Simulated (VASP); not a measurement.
The system is InPd.

```
In Pd
1.0
     0.00000    2.74607    2.74607
     2.74607    0.00000    2.74607
     2.74607    2.74607    0.00000
In Pd
1 1
Direct
  0.00000 0.00000 0.00000
  0.50000 0.50000 0.50000
```

Base run:

- Program: VASP 6.6.1
- Functional: r2SCAN
- Potentials or basis: VASP PAW PBE potentials, release 64 (In_d, Pd)
- Cutoff: 520 eV
- k mesh: 8 × 8 × 8
- Occupations: fermi-dirac, width 0.05 eV
- Spin: no spin polarisation

Its results: pressure -2.6 GPa.

Q: The run is repeated on the same cell with these changes: functional from r2SCAN to PBE; further incar settings from ALGO = Normal; EDIFF = 1e-06; NBANDS = 18 to ALGO = Fast; EDIFF = 1e-07; NBANDS = 18. What comes out?

A: Pressure 0.3 GPa.

Caveats: the PAW data sets were made with another functional, which shifts forces and pressure a little (some runs).
